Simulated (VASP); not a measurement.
# C (I4_1/amd) in VASP: further runs

C is run at these levels: r2SCAN; tasks: single point.

Program: VASP 6.6.1. These are calculated values, not measurements. Logs are shortened: lines on timing, memory, paths and dates and some standing lists are left out, and cuts for length are marked.

### Step 1. The cell of the first run

It takes space group I4_1/amd (No. 141, tetragonal). Conventional cell: a = 2.484 Å, b = 2.484 Å, c = 3.620 Å, α = 90.00°, β = 90.00°, γ = 90.00°. C (site symmetry -4m2) has 4 C at 1.54 Å within 2.0 Å.

### Step 2. Single point, r2SCAN (strain -0.015 along x and y, +0.015 along z)

POSCAR reads:

```
C
1.0
    0.0000000000      1.7566490000      1.8101510000
    1.7566490000      0.0000000000      1.8101510000
    1.7566490000      1.7566490000      0.0000000000
C
2
Direct
    0.5000000000      0.5000000000      0.5000000000
    0.7500000000      0.7500000000      0.7500000000
```

INCAR.step1 reads:

```
SYSTEM = C
PREC     = Accurate       ! precision mode
ENCUT    = 1430           ! plane-wave cutoff, eV
ISMEAR   = 0              ! smearing method
SIGMA    = 0.05           ! smearing width, eV
LREAL    = .False.        ! projectors in reciprocal space
LASPH    = .True.         ! aspherical terms in the spheres
NELM     = 120            ! most SCF steps
NBANDS   = 11             ! bands
GGA      = PE             ! functional
ALGO     = Normal         ! electronic algorithm
EDIFF    = 1E-5           ! SCF threshold, eV
LWAVE    = .True.         ! write WAVECAR
LCHARG   = .False.        ! write CHGCAR
GGA_COMPAT= .False.
```

INCAR.step2 reads:

```
SYSTEM = C
PREC     = Accurate       ! precision mode
ENCUT    = 1430           ! plane-wave cutoff, eV
EDIFF    = 1E-6           ! SCF threshold, eV
ISMEAR   = 0              ! smearing method
SIGMA    = 0.05           ! smearing width, eV
LREAL    = .False.        ! projectors in reciprocal space
LASPH    = .True.         ! aspherical terms in the spheres
NELM     = 120            ! most SCF steps
ALGO     = Normal         ! electronic algorithm
ISIF     = 2              ! what is computed and relaxed
LWAVE    = .False.        ! write WAVECAR
LCHARG   = .False.        ! write CHGCAR
METAGGA  = R2SCAN         ! meta-GGA
LMIXTAU  = .True.       
NBANDS   = 11             ! bands
ISTART   = 1            
GGA_COMPAT= .False.
```

KPOINTS reads:

```
regular mesh
0
Gamma
  12 12 12
  0 0 0
```

Potentials or basis: VASP PAW PBE potentials, release 64 (C_h).

On the command line:

```console
cat potpaw_PBE.64/C_h/POTCAR > POTCAR
cp INCAR.step1 INCAR
mpirun -np 1 vasp_std > vasp.out
cp INCAR.step2 INCAR
mpirun -np 1 vasp_std > vasp.out
```

OUTCAR:

```text
SYSTEM = C
   PREC = Accurate
   ENCUT = 1430
   EDIFF = 1E-6
   ISMEAR = 0
   LREAL = .False.
   LASPH = .True.
   NELM = 120
   ISIF = 2
   METAGGA = R2SCAN
   ISTART = 1

 ion  position               nearest neighbor table
   1  0.500  0.500  0.500-
   2  0.750  0.750  0.750-

  LATTYP: Found a body centered tetragonal cell.
 ALAT       =     2.4842768401
 C/A-ratio  =     1.4572860567

  Lattice vectors:

 A1 = (  -1.7566490000,   0.0000000000,   1.8101510000)
 A2 = (   1.7566490000,   0.0000000000,   1.8101510000)
 A3 = (   0.0000000000,   1.7566490000,  -1.8101510000)

Analysis of symmetry for initial positions (statically):
=====================================================================
 Subroutine PRICEL returns:
 Original cell was already a primitive cell.

 Routine SETGRP: Setting up the symmetry group for a
 body centered tetragonal supercell.

 Subroutine GETGRP returns: Found 16 space group operations
 (whereof  8 operations were pure point group operations)
 out of a pool of 16 trial point group operations.

The static configuration has the point symmetry D_2d.
 The point group associated with its full space group is D_4h.

Analysis of symmetry for dynamics (positions and initial velocities):
=====================================================================
 Subroutine PRICEL returns:
 Original cell was already a primitive cell.

 Routine SETGRP: Setting up the symmetry group for a
 body centered tetragonal supercell.

 Subroutine GETGRP returns: Found 16 space group operations
 (whereof  8 operations were pure point group operations)
 out of a pool of 16 trial point group operations.

The dynamic configuration has the point symmetry D_2d.
 The point group associated with its full space group is D_4h.

 Subroutine INISYM returns: Found 16 space group operations
 (whereof  8 operations are pure point group operations),
 and found     1 'primitive' translations

----------------------------------------------------------------------------------------

                                     Primitive cell

  volume of cell :      11.1716

  direct lattice vectors                    reciprocal lattice vectors
     0.000000000  1.756649000  1.810151000    -0.284632844  0.284632844  0.276220050
     1.756649000  0.000000000  1.810151000     0.284632844 -0.284632844  0.276220050
     1.756649000  1.756649000  0.000000000     0.284632844  0.284632844 -0.276220050

  length of vectors
     2.522392188  2.522392188  2.484276840     0.488189745  0.488189745  0.488189745

  position of ions in fractional coordinates (direct lattice)
     0.500000000  0.500000000  0.500000000
     0.750000000  0.750000000  0.750000000

  ion indices of the primitive-cell ions
   primitive index   ion index
                 1           1
                 2           2

----------------------------------------------------------------------------------------

 KPOINTS: regular mesh

Automatic generation of k-mesh.
 Grid dimensions read from file:
 generate k-points for:   12   12   12

 Generating k-lattice:

  Cartesian coordinates                     Fractional coordinates (reciprocal lattice)
    -0.023719404  0.023719404  0.023018338     0.083333333  0.000000000  0.000000000
     0.023719404 -0.023719404  0.023018338     0.000000000  0.083333333  0.000000000
     0.023719404  0.023719404 -0.023018338     0.000000000  0.000000000  0.083333333

  Length of vectors
     0.040682479  0.040682479  0.040682479

  Shift w.r.t. Gamma in fractional coordinates (k-lattice)
     0.000000000  0.000000000  0.000000000

 Subroutine IBZKPT returns following result:
 ===========================================

 Found    163 irreducible k-points:

 Following reciprocal coordinates:
            Coordinates               Weight
  0.000000  0.000000  0.000000      1.000000
  0.083333  0.000000  0.000000      8.000000
  0.166667 -0.000000  0.000000      8.000000
  0.250000 -0.000000  0.000000      8.000000
  0.333333 -0.000000  0.000000      8.000000
  0.416667 -0.000000  0.000000      8.000000
[... 16 lines left out ...]
  0.500000  0.166667  0.000000      8.000000
 -0.416667  0.166667  0.000000      8.000000
 [... further k-points ...]
   k-points           NKPTS =    163   k-points in BZ     NKDIM =    163   number of bands    NBANDS=     11
   number of dos      NEDOS =    301   number of ions     NIONS =      2
   total plane-waves  NPLWV =  32768
   dimension x,y,z NGX =    32 NGY =   32 NGZ =   32
   dimension x,y,z NGXF=    64 NGYF=   64 NGZF=   64
   ions per type =               2
   NGX,Y,Z   is equivalent  to a cutoff of  21.09, 21.09, 21.41 a.u.
   NGXF,Y,Z  is equivalent  to a cutoff of  42.18, 42.18, 42.83 a.u.
 SYSTEM =  C
   PREC   = accura    normal or accurate (medium, high low for compatibility)
   ISTART =      1    job   : 0-new  1-cont  2-samecut
   ICHARG =      0    charge: 1-file 2-atom 10-const
   ISPIN  =      1    spin polarized calculation?
[... 64 lines left out ...]
      3      11.3159      2.00000
      4      11.3159      2.00000
      5      16.9477      0.00000
      6      16.9477      0.00000
      7      17.3514      0.00000
      8      25.3538      0.00000
      9      31.7733      0.00000
     10      37.7420      0.00000
     11      39.1120      0.00000

 k-point     2 :       0.0833    0.0000    0.0000
  band No.  band energies     occupation
      1     -11.5272      2.00000
      2       9.7806      2.00000
      3      10.6762      2.00000
      4      10.9756      2.00000
      5      17.4142      0.00000
      6      17.5034      0.00000
      7      18.0186      0.00000
      8      25.5465      0.00000
      9      32.1198      0.00000
     10      35.8665      0.00000
     11      37.2342      0.00000

 k-point     3 :       0.1667   -0.0000    0.0000
  band No.  band energies     occupation
      1     -10.9209      2.00000
      2       7.1080      2.00000
      3       9.8595      2.00000
      4      10.2463      2.00000
      5      18.4307      0.00000
      6      18.4363      0.00000
      7      19.2095      0.00000
      8      26.1002      0.00000
      9      32.8229      0.00000
     10      34.4483      0.00000
     11      35.4195      0.00000

 k-point     4 :       0.2500   -0.0000    0.0000
  band No.  band energies     occupation
      1      -9.9206      2.00000
      2       4.0910      2.00000
      3       9.0454      2.00000
      4       9.5044      2.00000
      5      19.1678      0.00000
      6      19.4178      0.00000
      7      20.1011      0.00000
      8      26.8691      0.00000
      9      33.1771      0.00000
     10      34.3835      0.00000
     11      34.8277      0.00000

 k-point     5 :       0.3333   -0.0000    0.0000
  band No.  band energies     occupation
      1      -8.5507      2.00000
      2       1.1421      2.00000
      3       8.3977      2.00000
      4       8.9215      2.00000
      5      19.5155      0.00000
      6      20.0091      0.00000
      7      20.6140      0.00000
      8      27.5629      0.00000
      9      33.4420      0.00000
     10      35.5341      0.00000
     11      35.5793      0.00000
[... 211 lines left out ...]
 k-point    21 :       0.3333    0.1667    0.0000
  band No.  band energies     occupation
      1      -8.8806      2.00000
      2       3.4794      2.00000
      3       7.1733      2.00000
      4       7.2919      2.00000
      5      17.9496      0.00000
      6      22.5014      0.00000
      7      22.7647      0.00000
      8      23.9145      0.00000
      9      32.8706      0.00000
     10      34.1566      0.00000
     11      39.6798      0.00000

 k-point    22 :       0.4167    0.1667    0.0000
  band No.  band energies     occupation
      1      -7.4302      2.00000
      2       0.8005      2.00000
      3       6.2230      2.00000
      4       7.0855      2.00000
      5      18.6201      0.00000
      6      22.7809      0.00000
      7      22.9526      0.00000
      8      25.0663      0.00000
      9      33.4895      0.00000
     10      34.7213      0.00000
     11      40.0312      0.00000

 k-point    23 :       0.5000    0.1667    0.0000
  band No.  band energies     occupation
      1      -5.7784      2.00000
      2      -1.5654      2.00000
      3       5.4514      2.00000
      4       7.2000      2.00000
      5      19.0696      0.00000
      6      22.6642      0.00000
      7      22.8518      0.00000
      8      26.8440      0.00000
      9      32.5656      0.00000
     10      36.3851      0.00000
     11      39.2009      0.00000

 k-point    24 :      -0.4167    0.1667    0.0000
  band No.  band energies     occupation
      1      -5.2107      2.00000
      2      -2.2466      2.00000
      3       4.9568      2.00000
      4       7.6167      2.00000
      5      19.5742      0.00000
      6      22.1047      0.00000
      7      22.7825      0.00000
      8      27.8550      0.00000
      9      32.0852      0.00000
     10      36.6190      0.00000
     11      37.3736      0.00000

 [... further k-points ...]

------------------------ aborting loop because EDIFF is reached ----------------------------------------

  FORCE on cell =-STRESS in cart. coord.  units (eV):
  Direction    XX          YY          ZZ          XY          YZ          ZX
  --------------------------------------------------------------------------------------
  -------------------------------------------------------------------------------------
  Total        0.9955959      0.9955959     -1.1720546      0.0000000      0.0000000      0.0000000
  in kB      142.7837913    142.7837913   -168.0906824      0.0000000      0.0000000      0.0000000
  external PRESSURE =      39.1589668 kB  Pullay stress =       0.0000000 kB

 VOLUME and BASIS-vectors are now :
 -----------------------------------------------------------------------------
  energy-cutoff  :     1430.00
  volume of cell :       11.17
      direct lattice vectors                 reciprocal lattice vectors
     0.000000000  1.756649000  1.810151000    -0.284632844  0.284632844  0.276220050
     1.756649000  0.000000000  1.810151000     0.284632844 -0.284632844  0.276220050
     1.756649000  1.756649000  0.000000000     0.284632844  0.284632844 -0.276220050

 POSITION                                       TOTAL-FORCE (eV/Angst)
 -----------------------------------------------------------------------------------
      1.75665      1.75665      1.81015         0.000000      0.000000      0.000000
      2.63497      2.63497      2.71523        -0.000000     -0.000000     -0.000000
 -----------------------------------------------------------------------------------
    total drift:                               -0.000000     -0.000000      0.000000

  FREE ENERGIE OF THE ION-ELECTRON SYSTEM (eV)
  ---------------------------------------------------
  free  energy   TOTEN  =       -19.6998768723 eV

  energy  without entropy=      -19.6998768723  energy(sigma->0) =      -19.69987687
```

It took 69 s on 1 thread of Intel Xeon 6975P-C (Granite Rapids), shared host; peak memory 0.22 GiB.

Results:

```yaml
Free_energy: -19.6999 eV
Pressure: 3.9 GPa
Band_gap_on_the_k_mesh: 4.01 eV (least direct gap 5.63 eV)
```

Levels at points of the mesh, in eV from the valence-band top:
```csv
k point,band 2,band 3,band 4,band 5,band 6,band 7
"(0.00, 0.00, 0.00)",-0.50,0.00,0.00,5.63,5.63,6.04
"(0.50, 0.00, 0.00)",-14.36,-3.46,-2.88,8.29,8.95,9.59
"(0.50, 0.50, 0.00)",-14.16,-6.58,-6.58,5.39,5.39,17.87
"(0.50, 0.00, 0.50)",-13.68,-7.05,-7.05,4.65,4.65,18.00
```

Caveat: the cell differs from its parent crystal (strain -0.015 along x and y, +0.015 along z); the stress differs along the axes, from -17 to 14 GPa; the PAW data sets were made with another functional, which shifts forces and pressure a little. A k mesh can miss the band edges.

### Step 3. Single point, r2SCAN (strain +0.000 along x and y, -0.030 along z)

POSCAR reads:

```
C
1.0
    0.0000000000      1.7834000000      1.7298980000
    1.7834000000      0.0000000000      1.7298980000
    1.7834000000      1.7834000000      0.0000000000
C
2
Direct
    0.5000000000      0.5000000000      0.5000000000
    0.7500000000      0.7500000000      0.7500000000
```

INCAR.step1 reads:

```
PREC = Accurate
ENCUT = 1430
ISMEAR = 0
SIGMA = 0.05
LREAL = F
LASPH = T
NELM = 120
NBANDS = 11
GGA = PE
ALGO = Normal
EDIFF = 1E-5
LWAVE = T
LCHARG = F
GGA_COMPAT = F
```

INCAR.step2 reads:

```
PREC = Accurate
ENCUT = 1430
EDIFF = 1E-6
ISMEAR = 0
SIGMA = 0.05
LREAL = F
LASPH = T
NELM = 120
ALGO = Normal
ISIF = 2
LWAVE = F
LCHARG = F
METAGGA = R2SCAN
LMIXTAU = T
NBANDS = 11
ISTART = 1
GGA_COMPAT = F
```

KPOINTS reads:

```
regular mesh
0
Gamma
  12 12 12
```

Potentials or basis: VASP PAW PBE potentials, release 64 (C_h).

On the command line:

```console
cat potpaw_PBE.64/C_h/POTCAR > POTCAR
cp INCAR.step1 INCAR
mpirun -np 1 vasp_std > vasp.out
cp INCAR.step2 INCAR
mpirun -np 1 vasp_std > vasp.out
```

It took 68 s on 1 thread of Intel Xeon 6975P-C (Granite Rapids), shared host; peak memory 0.22 GiB.

It converged, with:

- Free energy: -19.6920 eV
- Pressure: 11.2 GPa
- Band gap on the k mesh: 3.63 eV (least direct gap 5.38 eV)

Stress tensor (GPa, compression positive):
```
 1.11  0.00  0.00
 0.00  1.11  0.00
 0.00  0.00 31.23
```

Levels at points of the mesh, in eV from the valence-band top:
```tsv
k point	band 1	band 2	band 3	band 4	band 5	band 6	band 7	band 8
(0.00, 0.00, 0.00)	-23.41	-0.48	-0.48	0.00	5.38	5.80	5.80	14.26
(0.50, 0.00, 0.00)	-17.28	-14.68	-3.65	-3.08	8.43	8.58	9.70	16.72
(0.50, 0.50, 0.00)	-13.77	-13.77	-7.47	-7.47	4.27	4.27	18.19	18.19
(0.50, 0.00, 0.50)	-14.27	-14.27	-6.98	-6.98	5.04	5.04	17.98	17.98
```

Caveat: the cell differs from its parent crystal (strain +0.000 along x and y, -0.030 along z); the stress differs along the axes, from 1 to 31 GPa; the PAW data sets were made with another functional, which shifts forces and pressure a little.

### Step 4. Single point, r2SCAN (strain -0.030 along x and y, +0.030 along z)

POSCAR reads:

```
C
1.0
    0.0000000000      1.7298980000      1.8369020000
    1.7298980000      0.0000000000      1.8369020000
    1.7298980000      1.7298980000      0.0000000000
C
2
Direct
    0.5000000000      0.5000000000      0.5000000000
    0.7500000000      0.7500000000      0.7500000000
```

INCAR.step1 is that of step 3.

INCAR.step2, as its differences from that of step 3:

```diff
@@ -11,5 +11,7 @@
 LWAVE = F
-LCHARG = F
+LCHARG = T
 METAGGA = R2SCAN
 LMIXTAU = T
+LELF = T
+LVHAR = T
 NBANDS = 11
```

KPOINTS reads:

```
Automatic mesh
0
Gamma
  12 12 12
```

On the command line:

```console
cat potpaw_PBE.64/C_h/POTCAR > POTCAR
cp INCAR.step1 INCAR
mpirun -np 1 vasp_std > vasp.out
cp INCAR.step2 INCAR
mpirun -np 1 vasp_std > vasp.out
```

Run time: 3.1 min. Hardware: 1 thread of AMD EPYC 7R13 (Zen 3), shared host; peak memory 0.19 GiB.

It converged, with:

```
Free energy            : -19.6248 eV
Pressure               : 11.7 GPa
Band gap on the k mesh : 3.64 eV (least direct gap 5.39 eV)
```

Stress tensor (GPa, compression positive):
```
 33.43   0.00   0.00
  0.00  33.43   0.00
  0.00   0.00 -31.75
```

Levels at points of the mesh, in eV from the valence-band top:
| k point | band 1 | band 2 | band 3 | band 4 | band 5 | band 6 | band 7 | band 8 | band 9 |
| --- | --- | --- | --- | --- | --- | --- | --- | --- | --- |
| (0.00, 0.00, 0.00) | -23.45 | -1.04 | 0.00 | 0.00 | 5.39 | 5.39 | 6.20 | 14.18 | 20.54 |
| (0.50, 0.00, 0.00) | -17.31 | -14.72 | -3.99 | -2.78 | 7.55 | 8.97 | 10.12 | 16.73 | 23.23 |
| (0.50, 0.50, 0.00) | -14.78 | -14.78 | -6.53 | -6.53 | 5.77 | 5.77 | 17.81 | 17.81 | 24.22 |
| (0.50, 0.00, 0.50) | -13.80 | -13.80 | -7.47 | -7.47 | 4.28 | 4.28 | 17.97 | 17.97 | 24.99 |

Caveat: the cell differs from its parent crystal (strain -0.030 along x and y, +0.030 along z); the stress differs along the axes, from -32 to 33 GPa; the PAW data sets were made with another functional, which shifts forces and pressure a little.

### Step 5. Summary

| cell | gap on the mesh (eV) | pressure (GPa) |
| --- | --- | --- |
| a = 2.522, b = 2.522, c = 2.484 Å, angles 60.5, 60.5, 59.0°, 2 atoms | 4.01 | 3.9 |
| a = 2.485, b = 2.485, c = 2.522 Å, angles 59.5, 59.5, 61.0°, 2 atoms | 3.63 | 11.2 |
| a = 2.523, b = 2.523, c = 2.446 Å, angles 61.0, 61.0, 58.0°, 2 atoms | 3.64 | 11.7 |

Alike in all rows: task single point; level r2SCAN; potentials or basis VASP PAW PBE potentials, release 64 (C_h); no spin polarisation; k mesh 12 × 12 × 12; cutoff (eV) 1430; smearing gaussian 0.05 eV.

Caveats: the PAW data sets were made with another functional, which shifts forces and pressure a little; the stress differs along the axes, from -17 to 14 GPa (at least some runs); the stress differs along the axes, from 1 to 31 GPa (at least some runs); the stress differs along the axes, from -32 to 33 GPa (at least some runs).

Total energies depend on the potentials used, so only differences within one code and one set of settings carry meaning.
